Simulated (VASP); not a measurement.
Input of a VASP 6.6.1 run:

The input INCAR:

```
SYSTEM = Be
ALGO = Normal
EDIFF = 1E-6
ENCUT = 520
GGA = PS
ISIF = 2
ISMEAR = -1
LASPH = .TRUE.
LCHARG = .FALSE.
LREAL = .FALSE.
LWAVE = .FALSE.
NBANDS = 12
NELM = 100
PREC = Accurate
SIGMA = 0.1
```

Contents of KPOINTS:

```
k-points
0
G
  18 18 5
  0 0 0
```

The input POSCAR:

```
Be
1.0
    2.3337213570      0.0000000000      0.0000000000
   -1.1668606785      2.0210619805      0.0000000000
    0.0000000000      0.0000000000      7.4355764145
Be
4
Direct
    0.0000000000      0.0000000000      1.0000000000
    0.0000000000      0.0000000000      0.5000000000
    0.3333333333      0.6666666667      0.2500000000
    0.6666666667      0.3333333333      0.7500000000
```

Potentials or basis: VASP PAW PBE potentials, release 64 (Be).

The run is started by

```sh
$ cat potpaw_PBE.64/Be/POTCAR > POTCAR
$ mpirun -np 1 vasp_std > vasp.out
```

(1) Predict the band gap on the k mesh.

(2) Estimate the pressure.

Answers

(1) zero (bands 4 and 5 overlap by 1.27 eV).

(2) -11.3 GPa.

Caveat: the cell stands under tension; the PAW data sets were made with another functional, which shifts forces and pressure a little.
